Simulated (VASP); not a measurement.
Here is a VASP 6.6.1 calculation.

Contents of INCAR:

```
SYSTEM = BaTiO3
ALGO     = Normal         ! electronic algorithm
EDIFF    = 1E-6           ! SCF threshold, eV
ENCUT    = 520            ! plane-wave cutoff, eV
GGA      = PS             ! functional
ISIF     = 2              ! what is computed and relaxed
ISMEAR   = 0              ! smearing method
LASPH    = .TRUE.         ! aspherical terms in the spheres
LCHARG   = .FALSE.        ! write CHGCAR
LDAU     = .TRUE.         ! DFT+U
LDAUJ    = 0 0 0        
LDAUL    = -1 2 -1        ! shell
LDAUPRINT= 1            
LDAUTYPE = 2            
LDAUU    = 0 6 0          ! U, eV
LMAXMIX  = 4              ! l up to which the mixer works
LREAL    = .FALSE.        ! projectors in reciprocal space
LWAVE    = .FALSE.        ! write WAVECAR
NBANDS   = 28             ! bands
NELM     = 150            ! most SCF steps
PREC     = Accurate       ! precision mode
SIGMA    = 0.01           ! smearing width, eV
```

File KPOINTS:

```
k-points
0
G
  6 6 6
  0 0 0
```

POSCAR

```
BaTiO3
1.0
    2.8273666100      1.6323808700      2.3183934900
   -2.8273666100      1.6323808700      2.3183934900
    0.0000000000     -3.2647617400      2.3183934900
Ba Ti O
1 1 3
Direct
    0.0000000000      0.0000000000      0.0000000000
    0.4845000003      0.4845000003      0.4845000003
    0.5086000008      0.5086000008      0.0175000010
    0.0175000007      0.5086000000      0.5086000018
    0.5086000000      0.0175000007      0.5086000018
```

Potentials or basis: VASP PAW PBE potentials, release 64 (Ba_sv, Ti_sv, O).

Launch:

```console
$ cat potpaw_PBE.64/Ba_sv/POTCAR potpaw_PBE.64/Ti_sv/POTCAR potpaw_PBE.64/O/POTCAR > POTCAR
$ mpirun -np 1 vasp_std > vasp.out
```

(1) Estimate the pressure.

(2) What does it give for the band gap on the k mesh?

(3) Estimate the largest force.

Answers

(1) 6.1 GPa.

(2) 2.98 eV, indirect (least direct gap 3.39 eV).

(3) 1.737 eV/Å.

Caveat: the PAW data sets were made with another functional, which shifts forces and pressure a little; spin-orbit coupling is left out, which moves the levels of the heavy elements.
